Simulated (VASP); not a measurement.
# BaF2 (Fm-3m) in VASP: single point with PBE

Aim: the single point of BaF2 with PBE.

All numbers are computed with VASP 6.6.1; they aren't measurements. Logs are shortened: lines on timing, memory, paths and dates and some standing lists are left out, and cuts for length are marked.

### 1 The cell of the first run

The structure is cubic, space group Fm-3m (No. 225). Conventional cell: a = 6.200 Å, b = 6.200 Å, c = 6.200 Å, α = 90.00°, β = 90.00°, γ = 90.00°. Ba (site symmetry m-3m) has 8 F at 2.68 Å within 3.5 Å. F (site symmetry -43m) has 4 Ba at 2.68 Å and 6 F at 3.10 Å within 3.5 Å.

### 2 Single point, PBE

Input file INCAR:

```
PREC = Accurate
ENCUT = 600
EDIFF = 1E-6
ISMEAR = 0
SIGMA = 0.01
LREAL = False
LASPH = True
NELM = 120
ALGO = Normal
ISIF = 2
LWAVE = False
LCHARG = False
GGA = PE
NBANDS = 19
GGA_COMPAT = False
```

Input file KPOINTS:

```
regular mesh
0
Gamma
  6 6 6
```

Input file POSCAR:

```
BaF2
1.0
    0.0000000000      3.1000500000      3.1000500000
    3.1000500000      0.0000000000      3.1000500000
    3.1000500000      3.1000500000      0.0000000000
Ba F
1 2
Direct
    0.0000000000      0.0000000000      0.0000000000
    0.2500000000      0.2500000000      0.2500000000
    0.7500000000      0.7500000000      0.7500000000
```

Potentials or basis: VASP PAW PBE potentials, release 64 (Ba_sv, F).

On the command line:

```sh
cat potpaw_PBE.64/Ba_sv/POTCAR potpaw_PBE.64/F/POTCAR > POTCAR
mpirun -np 1 vasp_std > vasp.out
```

OUTCAR:

```text
PREC = Accurate
   ENCUT = 600
   EDIFF = 1E-6
   ISMEAR = 0
   LREAL = False
   LASPH = True
   NELM = 120
   ISIF = 2
   GGA = PE

 ion  position               nearest neighbor table
   1  0.000  0.000  0.000-   3 2.68   3 2.68   2 2.68   3 2.68   2 2.68   2 2.68   3 2.68   2 2.68

   2  0.250  0.250  0.250-   1 2.68   1 2.68   1 2.68   1 2.68
   3  0.750  0.750  0.750-   1 2.68   1 2.68   1 2.68   1 2.68

  LATTYP: Found a face centered cubic cell.
 ALAT       =     6.2001000000

  Lattice vectors:

 A1 = (   0.0000000000,   3.1000500000,   3.1000500000)
 A2 = (   3.1000500000,   0.0000000000,   3.1000500000)
 A3 = (   3.1000500000,   3.1000500000,   0.0000000000)

Analysis of symmetry for initial positions (statically):
=====================================================================
 Subroutine PRICEL returns:
 Original cell was already a primitive cell.

 Routine SETGRP: Setting up the symmetry group for a
 face centered cubic supercell.

 Subroutine GETGRP returns: Found 48 space group operations
 (whereof 48 operations were pure point group operations)
 out of a pool of 48 trial point group operations.

The static configuration has the point symmetry O_h .

Analysis of symmetry for dynamics (positions and initial velocities):
=====================================================================
 Subroutine PRICEL returns:
 Original cell was already a primitive cell.

 Routine SETGRP: Setting up the symmetry group for a
 face centered cubic supercell.

 Subroutine GETGRP returns: Found 48 space group operations
 (whereof 48 operations were pure point group operations)
 out of a pool of 48 trial point group operations.

The dynamic configuration has the point symmetry O_h .

 Subroutine INISYM returns: Found 48 space group operations
 (whereof 48 operations are pure point group operations),
 and found     1 'primitive' translations

----------------------------------------------------------------------------------------

                                     Primitive cell

  volume of cell :      59.5849

  direct lattice vectors                    reciprocal lattice vectors
     0.000000000  3.100050000  3.100050000    -0.161287721  0.161287721  0.161287721
     3.100050000  0.000000000  3.100050000     0.161287721 -0.161287721  0.161287721
     3.100050000  3.100050000  0.000000000     0.161287721  0.161287721 -0.161287721

  length of vectors
     4.384132754  4.384132754  4.384132754     0.279358528  0.279358528  0.279358528

  position of ions in fractional coordinates (direct lattice)
     0.000000000  0.000000000  0.000000000
     0.250000000  0.250000000  0.250000000
     0.750000000  0.750000000  0.750000000

  ion indices of the primitive-cell ions
   primitive index   ion index
                 1           1
                 2           2
                 3           3

----------------------------------------------------------------------------------------

 KPOINTS: regular mesh

Automatic generation of k-mesh.
 Grid dimensions read from file:
 generate k-points for:    6    6    6

 Generating k-lattice:

  Cartesian coordinates                     Fractional coordinates (reciprocal lattice)
    -0.026881287  0.026881287  0.026881287     0.166666667  0.000000000  0.000000000
     0.026881287 -0.026881287  0.026881287     0.000000000  0.166666667  0.000000000
     0.026881287  0.026881287 -0.026881287     0.000000000  0.000000000  0.166666667

  Length of vectors
     0.046559755  0.046559755  0.046559755

  Shift w.r.t. Gamma in fractional coordinates (k-lattice)
     0.000000000  0.000000000  0.000000000

 Subroutine IBZKPT returns following result:
 ===========================================

 Found     16 irreducible k-points:

 Following reciprocal coordinates:
            Coordinates               Weight
  0.000000  0.000000  0.000000      1.000000
  0.166667  0.000000  0.000000      8.000000
  0.333333  0.000000  0.000000      8.000000
  0.500000  0.000000  0.000000      4.000000
  0.166667  0.166667  0.000000      6.000000
  0.333333  0.166667  0.000000     24.000000
[... 8 lines left out ...]
 -0.333333  0.333333  0.166667     24.000000
 -0.333333  0.500000  0.166667     12.000000
   k-points           NKPTS =     16   k-points in BZ     NKDIM =     16   number of bands    NBANDS=     19
   number of dos      NEDOS =    301   number of ions     NIONS =      3
   total plane-waves  NPLWV =  46656
   dimension x,y,z NGX =    36 NGY =   36 NGZ =   36
   dimension x,y,z NGXF=    72 NGYF=   72 NGZF=   72
   ions per type =               1   2
   NGX,Y,Z   is equivalent  to a cutoff of  13.65, 13.65, 13.65 a.u.
   NGXF,Y,Z  is equivalent  to a cutoff of  27.30, 27.30, 27.30 a.u.
 SYSTEM =  unknown system
   PREC   = accura    normal or accurate (medium, high low for compatibility)
   ISTART =      0    job   : 0-new  1-cont  2-samecut
   ICHARG =      2    charge: 1-file 2-atom 10-const
   ISPIN  =      1    spin polarized calculation?
   LNONCOLLINEAR =      F non collinear calculations
   LSORBIT =      F    spin-orbit coupling
   LASPH  =      T    aspherical Exc in radial PAW
   ENCUT  =  600.0 eV  44.10 Ry    6.64 a.u.   8.76  8.76  8.76*2*pi/ulx,y,z
   NELM   =    120;   NELMIN=  2; NELMDL= -5     # of ELM steps
   EDIFF  = 0.1E-05   stopping-criterion for ELM
   LREAL  =      F    real-space projection
   EDIFFG = 0.1E-04   stopping-criterion for IOM
   NSW    =      0    number of steps for IOM
   IBRION =     -1    ionic relax: 0-MD 1-quasi-New 2-CG
   NFREE  =      0    steps in history (QN), initial steepest desc. (CG)
   ISIF   =      2    stress and relaxation
   ISYM   =      2    0-nonsym 1-usesym 2-fastsym
   POTIM  = 0.5000    time-step for ionic-motion
   TEBEG  =    0.0;   TEEND  =   0.0 temperature during run
   PSTRESS=    0.0 pullay stress
   NELECT =      24.0000    total number of electrons
   NUPDOWN=      -1.0000    fix difference up-down
   EMIN   =  10.00;   EMAX   =-10.00  energy-range for DOS
   EFERMI =   0.00;   METHOD = LEGACY
   ISMEAR =     0;   SIGMA  =   0.01  broadening in eV -4-tet -1-fermi 0-gaus
   EFERMI_NEDOS =   21; number of points for ismear=-14 and -15
   IALGO  =     38    algorithm
   IMIX   =      4    mixing-type and parameters
     AMIX     =   0.40;   BMIX     =  1.00
     AMIX_MAG =   1.60;   BMIX_MAG =  1.00
  volume/ion in A,a.u.               =      19.86       134.03
  Fermi-wavevector in a.u.,A,eV,Ry     =   1.209019  2.284715 19.888011  1.461728
  Thomas-Fermi vector in A             =   2.344609
   LORBIT       =      0    0 simple, 1 ext, 2 COOP (PROOUT), +10 PAW based schemes
   GGA     = PE    functional components
   LHFCALC =     F    Hartree Fock is set to
   AEXX    =    0.0000 exact exchange contribution
   IVDW    =     0    specifies the selected vdW correction
   LEPSILON=     F    determine dielectric tensor
   LRPA    =     F    only Hartree local field effects (RPA)
 non-spin polarized calculation
 Gauss-broadening in eV      SIGMA  =   0.01
  energy-cutoff  :      600.00
  volume of cell :       59.58
 maximum number of plane-waves:      2012
   NGX = 17   NGY = 17   NGZ = 17

 number of electron      24.0000002 magnetization

 Free energy of the ion-electron system (eV)
  ---------------------------------------------------
  ext. energy  EPLUGINS =         0.00000000
  ---------------------------------------------------
  free energy    TOTEN  =       -17.11274444 eV

  energy without entropy =      -17.11274444  energy(sigma->0) =      -17.11274444

 E-fermi :  -2.0116     XC(G=0):  -8.7007

 val. band max:       -2.0850998305   @ k =  -0.1667   0.1667   0.0000
 cond. band min:       4.6915736044   @ k =   0.0000   0.0000   0.0000
 fundamental gap:      6.7766734349
 Fermi energy:        -2.0115522095

 k-point     1 :       0.0000    0.0000    0.0000
  band No.  band energies     occupation
      1     -25.1716      2.00000
      2     -21.0054      2.00000
      3     -20.9569      2.00000
      4     -10.0091      2.00000
      5     -10.0091      2.00000
      6     -10.0091      2.00000
[... 11 lines left out ...]
     18       9.3134      0.00000
     19      13.3726      0.00000

 k-point     2 :       0.1667    0.0000    0.0000
  band No.  band energies     occupation
      1     -25.1213      2.00000
      2     -21.0374      2.00000
      3     -21.0139      2.00000
      4     -10.0562      2.00000
      5     -10.0503      2.00000
      6     -10.0503      2.00000
[... 11 lines left out ...]
     18       9.3390      0.00000
     19      12.3349      0.00000

 k-point     3 :       0.3333    0.0000    0.0000
  band No.  band energies     occupation
      1     -25.0150      2.00000
      2     -21.1727      2.00000
      3     -21.0627      2.00000
      4     -10.1364      2.00000
      5     -10.1293      2.00000
      6     -10.1293      2.00000
[... 11 lines left out ...]
     18       9.4303      0.00000
     19      11.4252      0.00000

 k-point     4 :       0.5000    0.0000    0.0000
  band No.  band energies     occupation
      1     -24.9586      2.00000
      2     -21.2479      2.00000
      3     -21.0829      2.00000
      4     -10.1705      2.00000
      5     -10.1673      2.00000
      6     -10.1673      2.00000
[... 231 lines left out ...]
     18      10.3413      0.00000
     19      12.3953      0.00000

 k-point    15 :      -0.3333    0.3333    0.1667
  band No.  band energies     occupation
      1     -24.9027      2.00000
      2     -21.2329      2.00000
      3     -21.1912      2.00000
      4     -10.3563      2.00000
      5     -10.1347      2.00000
      6     -10.1345      2.00000
[... 11 lines left out ...]
     18      11.3147      0.00000
     19      11.9533      0.00000

 k-point    16 :      -0.3333    0.5000    0.1667
  band No.  band energies     occupation
      1     -24.8835      2.00000
      2     -21.2757      2.00000
      3     -21.1790      2.00000
      4     -10.4118      2.00000
      5     -10.2610      2.00000
      6      -9.9856      2.00000
[... 11 lines left out ...]
     18      12.3706      0.00000
     19      12.6305      0.00000

------------------------ aborting loop because EDIFF is reached ----------------------------------------

  FORCE on cell =-STRESS in cart. coord.  units (eV):
  Direction    XX          YY          ZZ          XY          YZ          ZX
  --------------------------------------------------------------------------------------
  -------------------------------------------------------------------------------------
  Total        0.8465389      0.8465389      0.8465389     -0.0000000     -0.0000000      0.0000000
  in kB       22.7625762     22.7625762     22.7625762     -0.0000000     -0.0000000      0.0000000
  external PRESSURE =      22.7625762 kB  Pullay stress =       0.0000000 kB

 VOLUME and BASIS-vectors are now :
 -----------------------------------------------------------------------------
  energy-cutoff  :      600.00
  volume of cell :       59.58
      direct lattice vectors                 reciprocal lattice vectors
     0.000000000  3.100050000  3.100050000    -0.161287721  0.161287721  0.161287721
     3.100050000  0.000000000  3.100050000     0.161287721 -0.161287721  0.161287721
     3.100050000  3.100050000  0.000000000     0.161287721  0.161287721 -0.161287721

 POSITION                                       TOTAL-FORCE (eV/Angst)
 -----------------------------------------------------------------------------------
      0.00000      0.00000      0.00000         0.000000     -0.000000     -0.000000
      1.55002      1.55002      1.55002        -0.000000     -0.000000      0.000000
      4.65008      4.65008      4.65008        -0.000000      0.000000     -0.000000
 -----------------------------------------------------------------------------------
    total drift:                                0.000000      0.000000      0.000000

  FREE ENERGIE OF THE ION-ELECTRON SYSTEM (eV)
  ---------------------------------------------------
  free  energy   TOTEN  =       -17.1127444358 eV

  energy  without entropy=      -17.1127444358  energy(sigma->0) =      -17.11274444
```

It took 49 s on 1 thread of Intel Xeon 8259CL, shared host; peak memory 0.18 GiB.

What came out:

```yaml
Free_energy: -17.1127 eV
Pressure: 2.3 GPa
Band_gap_on_the_k_mesh: 6.78 eV (least direct gap 6.84 eV)
```

Levels at points of the mesh, in eV from the valence-band top:
| k point | band 9 | band 10 | band 11 | band 12 | band 13 | band 14 | band 15 | band 16 |
| --- | --- | --- | --- | --- | --- | --- | --- | --- |
| (0.00, 0.00, 0.00) | -1.48 | -0.07 | -0.07 | -0.07 | 6.78 | 9.19 | 9.19 | 11.40 |
| (0.50, 0.00, 0.00) | -0.65 | -0.34 | -0.16 | -0.16 | 9.11 | 9.19 | 9.19 | 9.80 |
| (0.50, 0.50, 0.00) | -0.35 | -0.32 | -0.32 | -0.11 | 7.26 | 9.01 | 10.67 | 11.96 |

Caveat: spin-orbit coupling is left out, which moves the levels of the heavy elements.
